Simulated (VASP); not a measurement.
# GaAs (F-43m) in VASP: single point with PBE

Aim: the single point of GaAs with PBE.

All numbers are computed with VASP 6.6.1; they aren't measurements. Logs are shortened: lines on timing, memory, paths and dates and some standing lists are left out, and cuts for length are marked.

### 1 The cell of the first run

It takes space group F-43m (No. 216, cubic). The conventional cell has a = 5.653 Å, b = 5.653 Å, c = 5.653 Å, α = 90.00°, β = 90.00°, γ = 90.00°. Ga (site symmetry -43m) has 4 As at 2.45 Å within 3.2 Å. As (site symmetry -43m) has 4 Ga at 2.45 Å within 3.2 Å.

### 2 Single point, PBE

INCAR

```
SYSTEM = GaAs
  PREC = Accurate
  ENCUT = 520
  EDIFF = 1E-7
  ISMEAR = 0
  SIGMA = 0.01
  LREAL = .False.
  LASPH = .True.
  NELM = 80
  ALGO = Normal
  ISIF = 2
  LWAVE = .False.
  LCHARG = .True.
  GGA = PE
  LELF = .True.
  LVHAR = .True.
  NBANDS = 16
```

KPOINTS

```
regular mesh
0
Gamma
  8 8 8
  0 0 0
```

POSCAR

```
GaAs
1.0
    0.0000000000      2.8265000000      2.8265000000
    2.8265000000      0.0000000000      2.8265000000
    2.8265000000      2.8265000000      0.0000000000
Ga As
1 1
Direct
    0.0000000000      0.0000000000      0.0000000000
    0.2500000000      0.2500000000      0.2500000000
```

Potentials or basis: VASP PAW PBE potentials, release 64 (Ga_d, As).

The run is started by

```bash
$ cat potpaw_PBE.64/Ga_d/POTCAR potpaw_PBE.64/As/POTCAR > POTCAR
$ mpirun -np 1 vasp_std > vasp.out
```

OUTCAR:

```text
SYSTEM = GaAs
   PREC = Accurate
   ENCUT = 520
   EDIFF = 1E-7
   ISMEAR = 0
   LREAL = .False.
   LASPH = .True.
   NELM = 80
   ISIF = 2
   GGA = PE

 ion  position               nearest neighbor table
   1  0.000  0.000  0.000-   2 2.45   2 2.45   2 2.45   2 2.45
   2  0.250  0.250  0.250-   1 2.45   1 2.45   1 2.45   1 2.45

  LATTYP: Found a face centered cubic cell.
 ALAT       =     5.6530000000

  Lattice vectors:

 A1 = (   0.0000000000,   2.8265000000,   2.8265000000)
 A2 = (   2.8265000000,   0.0000000000,   2.8265000000)
 A3 = (   2.8265000000,   2.8265000000,   0.0000000000)

Analysis of symmetry for initial positions (statically):
=====================================================================
 Subroutine PRICEL returns:
 Original cell was already a primitive cell.

 Routine SETGRP: Setting up the symmetry group for a
 face centered cubic supercell.

 Subroutine GETGRP returns: Found 24 space group operations
 (whereof 24 operations were pure point group operations)
 out of a pool of 48 trial point group operations.

The static configuration has the point symmetry T_d .

Analysis of symmetry for dynamics (positions and initial velocities):
=====================================================================
 Subroutine PRICEL returns:
 Original cell was already a primitive cell.

 Routine SETGRP: Setting up the symmetry group for a
 face centered cubic supercell.

 Subroutine GETGRP returns: Found 24 space group operations
 (whereof 24 operations were pure point group operations)
 out of a pool of 48 trial point group operations.

The dynamic configuration has the point symmetry T_d .

 Subroutine INISYM returns: Found 24 space group operations
 (whereof 24 operations are pure point group operations),
 and found     1 'primitive' translations

----------------------------------------------------------------------------------------

                                     Primitive cell

  volume of cell :      45.1624

  direct lattice vectors                    reciprocal lattice vectors
     0.000000000  2.826500000  2.826500000    -0.176897223  0.176897223  0.176897223
     2.826500000  0.000000000  2.826500000     0.176897223 -0.176897223  0.176897223
     2.826500000  2.826500000  0.000000000     0.176897223  0.176897223 -0.176897223

  length of vectors
     3.997274634  3.997274634  3.997274634     0.306394977  0.306394977  0.306394977

  position of ions in fractional coordinates (direct lattice)
     0.000000000  0.000000000  0.000000000
     0.250000000  0.250000000  0.250000000

  ion indices of the primitive-cell ions
   primitive index   ion index
                 1           1
                 2           2

----------------------------------------------------------------------------------------

 KPOINTS: regular mesh

Automatic generation of k-mesh.
 Grid dimensions read from file:
 generate k-points for:    8    8    8

 Generating k-lattice:

  Cartesian coordinates                     Fractional coordinates (reciprocal lattice)
    -0.022112153  0.022112153  0.022112153     0.125000000  0.000000000  0.000000000
     0.022112153 -0.022112153  0.022112153     0.000000000  0.125000000  0.000000000
     0.022112153  0.022112153 -0.022112153     0.000000000  0.000000000  0.125000000

  Length of vectors
     0.038299372  0.038299372  0.038299372

  Shift w.r.t. Gamma in fractional coordinates (k-lattice)
     0.000000000  0.000000000  0.000000000

 Subroutine IBZKPT returns following result:
 ===========================================

 Found     29 irreducible k-points:

 Following reciprocal coordinates:
            Coordinates               Weight
  0.000000  0.000000  0.000000      1.000000
  0.125000  0.000000  0.000000      8.000000
  0.250000  0.000000  0.000000      8.000000
  0.375000  0.000000  0.000000      8.000000
  0.500000  0.000000  0.000000      4.000000
  0.125000  0.125000  0.000000      6.000000
[... 16 lines left out ...]
  0.500000  0.250000  0.125000     48.000000
 -0.375000  0.250000  0.125000     24.000000
 [... further k-points ...]
   k-points           NKPTS =     29   k-points in BZ     NKDIM =     29   number of bands    NBANDS=     16
   number of dos      NEDOS =    301   number of ions     NIONS =      2
   total plane-waves  NPLWV =  27000
   dimension x,y,z NGX =    30 NGY =   30 NGZ =   30
   dimension x,y,z NGXF=    60 NGYF=   60 NGZF=   60
   ions per type =               1   1
   NGX,Y,Z   is equivalent  to a cutoff of  12.48, 12.48, 12.48 a.u.
   NGXF,Y,Z  is equivalent  to a cutoff of  24.95, 24.95, 24.95 a.u.
 SYSTEM =  GaAs
   PREC   = accura    normal or accurate (medium, high low for compatibility)
   ISTART =      0    job   : 0-new  1-cont  2-samecut
   ICHARG =      2    charge: 1-file 2-atom 10-const
   ISPIN  =      1    spin polarized calculation?
   LNONCOLLINEAR =      F non collinear calculations
   LSORBIT =      F    spin-orbit coupling
   LASPH  =      T    aspherical Exc in radial PAW
   ENCUT  =  520.0 eV  38.22 Ry    6.18 a.u.   7.43  7.43  7.43*2*pi/ulx,y,z
   NELM   =     80;   NELMIN=  2; NELMDL= -5     # of ELM steps
   EDIFF  = 0.1E-06   stopping-criterion for ELM
   LREAL  =      F    real-space projection
   EDIFFG = 0.1E-05   stopping-criterion for IOM
   NSW    =      0    number of steps for IOM
   IBRION =     -1    ionic relax: 0-MD 1-quasi-New 2-CG
   NFREE  =      0    steps in history (QN), initial steepest desc. (CG)
   ISIF   =      2    stress and relaxation
   ISYM   =      2    0-nonsym 1-usesym 2-fastsym
   POTIM  = 0.5000    time-step for ionic-motion
   TEBEG  =    0.0;   TEEND  =   0.0 temperature during run
   PSTRESS=    0.0 pullay stress
   NELECT =      18.0000    total number of electrons
   NUPDOWN=      -1.0000    fix difference up-down
   EMIN   =  10.00;   EMAX   =-10.00  energy-range for DOS
   EFERMI =   0.00;   METHOD = LEGACY
   ISMEAR =     0;   SIGMA  =   0.01  broadening in eV -4-tet -1-fermi 0-gaus
   EFERMI_NEDOS =   21; number of points for ismear=-14 and -15
   IALGO  =     38    algorithm
   IMIX   =      4    mixing-type and parameters
     AMIX     =   0.40;   BMIX     =  1.00
     AMIX_MAG =   1.60;   BMIX_MAG =  1.00
  volume/ion in A,a.u.               =      22.58       152.39
  Fermi-wavevector in a.u.,A,eV,Ry     =   1.204777  2.276698 19.748689  1.451488
  Thomas-Fermi vector in A             =   2.340492
   LORBIT       =      0    0 simple, 1 ext, 2 COOP (PROOUT), +10 PAW based schemes
   GGA     = PE    functional components
   LHFCALC =     F    Hartree Fock is set to
   AEXX    =    0.0000 exact exchange contribution
   IVDW    =     0    specifies the selected vdW correction
   LEPSILON=     F    determine dielectric tensor
   LRPA    =     F    only Hartree local field effects (RPA)
 non-spin polarized calculation
 Gauss-broadening in eV      SIGMA  =   0.01
  energy-cutoff  :      520.00
  volume of cell :       45.16
 maximum number of plane-waves:      1243
 NGX is ok and might be reduce to    30
   NGX = 15   NGY = 15   NGZ = 15

 number of electron      17.9999995 magnetization

 Free energy of the ion-electron system (eV)
  ---------------------------------------------------
  ext. energy  EPLUGINS =         0.00000000
  ---------------------------------------------------
  free energy    TOTEN  =        -8.24674470 eV

  energy without entropy =       -8.24674470  energy(sigma->0) =       -8.24674470

 E-fermi :   3.9804     XC(G=0):  -9.5889

 val. band max:        3.9364913613   @ k =   0.0000   0.0000   0.0000
 cond. band min:       4.4593865652   @ k =   0.0000   0.0000   0.0000
 fundamental gap:      0.5228952039
 Fermi energy:         3.9803757198

 k-point     1 :       0.0000    0.0000    0.0000
  band No.  band energies     occupation
      1     -10.8732      2.00000
      2     -10.8732      2.00000
      3     -10.8732      2.00000
      4     -10.7940      2.00000
      5     -10.7940      2.00000
      6      -8.7918      2.00000
[... 8 lines left out ...]
     15      14.0593      0.00000
     16      14.0593      0.00000

 k-point     2 :       0.1250    0.0000    0.0000
  band No.  band energies     occupation
      1     -10.8867      2.00000
      2     -10.8697      2.00000
      3     -10.8697      2.00000
      4     -10.7942      2.00000
      5     -10.7942      2.00000
      6      -8.6091      2.00000
[... 8 lines left out ...]
     15      13.2044      0.00000
     16      13.2044      0.00000

 k-point     3 :       0.2500    0.0000    0.0000
  band No.  band energies     occupation
      1     -10.9162      2.00000
      2     -10.8620      2.00000
      3     -10.8620      2.00000
      4     -10.7937      2.00000
      5     -10.7937      2.00000
      6      -8.0989      2.00000
[... 8 lines left out ...]
     15      12.9633      0.00000
     16      12.9633      0.00000

 k-point     4 :       0.3750    0.0000    0.0000
  band No.  band energies     occupation
      1     -10.9426      2.00000
      2     -10.8558      2.00000
      3     -10.8558      2.00000
      4     -10.7916      2.00000
      5     -10.7916      2.00000
      6      -7.4154      2.00000
[... 8 lines left out ...]
     15      14.1286      0.00000
     16      14.1286      0.00000

 k-point     5 :       0.5000    0.0000    0.0000
  band No.  band energies     occupation
      1     -10.9528      2.00000
      2     -10.8538      2.00000
      3     -10.8538      2.00000
      4     -10.7901      2.00000
      5     -10.7901      2.00000
      6      -7.0256      2.00000
[... 8 lines left out ...]
     15      15.8066      0.00000
     16      15.8066      0.00000

 k-point     6 :       0.1250    0.1250    0.0000
  band No.  band energies     occupation
      1     -10.8944      2.00000
      2     -10.8663      2.00000
      3     -10.8663      2.00000
      4     -10.7969      2.00000
      5     -10.7921      2.00000
      6      -8.5483      2.00000
[... 8 lines left out ...]
     15      12.8261      0.00000
     16      14.3111      0.00000

 k-point     7 :       0.2500    0.1250    0.0000
  band No.  band energies     occupation
      1     -10.9177      2.00000
      2     -10.8598      2.00000
      3     -10.8583      2.00000
      4     -10.7993      2.00000
      5     -10.7904      2.00000
      6      -8.1457      2.00000
[... 8 lines left out ...]
     15      14.0282      0.00000
     16      14.1329      0.00000

 k-point     8 :       0.3750    0.1250    0.0000
  band No.  band energies     occupation
      1     -10.9418      2.00000
      2     -10.8544      2.00000
      3     -10.8514      2.00000
      4     -10.7984      2.00000
      5     -10.7890      2.00000
      6      -7.5029      2.00000
[... 8 lines left out ...]
     15      14.1151      0.00000
     16      14.9376      0.00000

 k-point     9 :       0.5000    0.1250    0.0000
  band No.  band energies     occupation
      1     -10.9549      2.00000
      2     -10.8518      2.00000
      3     -10.8490      2.00000
      4     -10.7947      2.00000
      5     -10.7894      2.00000
      6      -6.9517      2.00000
[... 8 lines left out ...]
     15      15.2816      0.00000
     16      15.8043      0.00000
[... 172 lines left out ...]
 k-point    19 :       0.5000    0.3750    0.0000
  band No.  band energies     occupation
      1     -10.9781      2.00000
      2     -10.8308      2.00000
      3     -10.8278      2.00000
      4     -10.8147      2.00000
      5     -10.7832      2.00000
      6      -6.4436      2.00000
[... 8 lines left out ...]
     15      16.4018      0.00000
     16      16.8307      0.00000

 k-point    20 :      -0.3750    0.3750    0.0000
  band No.  band energies     occupation
      1     -10.9730      2.00000
      2     -10.8379      2.00000
      3     -10.8309      2.00000
      4     -10.8079      2.00000
      5     -10.7873      2.00000
      6      -6.3217      2.00000
[... 8 lines left out ...]
     15      14.4738      0.00000
     16      18.1962      0.00000

 k-point    21 :       0.5000    0.5000    0.0000
  band No.  band energies     occupation
      1     -10.9845      2.00000
      2     -10.8241      2.00000
      3     -10.8241      2.00000
      4     -10.8196      2.00000
      5     -10.7812      2.00000
      6      -6.2849      2.00000
[... 8 lines left out ...]
     15      17.2882      0.00000
     16      17.2949      0.00000

 k-point    22 :       0.3750    0.2500    0.1250
  band No.  band energies     occupation
      1     -10.9385      2.00000
      2     -10.8527      2.00000
      3     -10.8500      2.00000
      4     -10.8020      2.00000
      5     -10.7889      2.00000
      6      -7.6690      2.00000
[... 8 lines left out ...]
     15      14.8612      0.00000
     16      15.3545      0.00000

 k-point    23 :       0.5000    0.2500    0.1250
  band No.  band energies     occupation
      1     -10.9550      2.00000
      2     -10.8491      2.00000
      3     -10.8433      2.00000
      4     -10.8007      2.00000
      5     -10.7892      2.00000
      6      -7.0365      2.00000
[... 8 lines left out ...]
     15      14.7682      0.00000
     16      16.2071      0.00000

 k-point    24 :      -0.3750    0.2500    0.1250
  band No.  band energies     occupation
      1     -10.9611      2.00000
      2     -10.8484      2.00000
      3     -10.8408      2.00000
      4     -10.7983      2.00000
      5     -10.7905      2.00000
      6      -6.6831      2.00000
[... 8 lines left out ...]
     15      15.5525      0.00000
     16      16.0748      0.00000

 [... further k-points ...]
[... 5 lines left out ...]
  --------------------------------------------------------------------------------------
  -------------------------------------------------------------------------------------
  Total        0.9840123      0.9840123      0.9840123      0.0000000      0.0000000     -0.0000000
  in kB       34.9087374     34.9087374     34.9087374      0.0000000      0.0000000     -0.0000000
  external PRESSURE =      34.9087374 kB  Pullay stress =       0.0000000 kB

 VOLUME and BASIS-vectors are now :
 -----------------------------------------------------------------------------
  energy-cutoff  :      520.00
  volume of cell :       45.16
      direct lattice vectors                 reciprocal lattice vectors
     0.000000000  2.826500000  2.826500000    -0.176897223  0.176897223  0.176897223
     2.826500000  0.000000000  2.826500000     0.176897223 -0.176897223  0.176897223
     2.826500000  2.826500000  0.000000000     0.176897223  0.176897223 -0.176897223

 POSITION                                       TOTAL-FORCE (eV/Angst)
 -----------------------------------------------------------------------------------
      0.00000      0.00000      0.00000         0.000000     -0.000000      0.000000
      1.41325      1.41325      1.41325        -0.000000      0.000000     -0.000000
 -----------------------------------------------------------------------------------
    total drift:                                0.000002      0.000002      0.000002

  FREE ENERGIE OF THE ION-ELECTRON SYSTEM (eV)
  ---------------------------------------------------
  free  energy   TOTEN  =        -8.2467446984 eV

  energy  without entropy=       -8.2467446984  energy(sigma->0) =       -8.24674470
```

It took 27 s on 1 thread of Intel Xeon Platinum 8259CL at 2.50GHz (Skylake/Cascade Lake), shared host; peak memory 0.17 GiB.

Results:

* Free energy: -8.2467 eV
* Pressure: 3.5 GPa
* Band gap on the k mesh: 0.52 eV, direct

A k mesh can miss the band edges. PBE gaps usually lie below the measured ones, often by a third to a half.
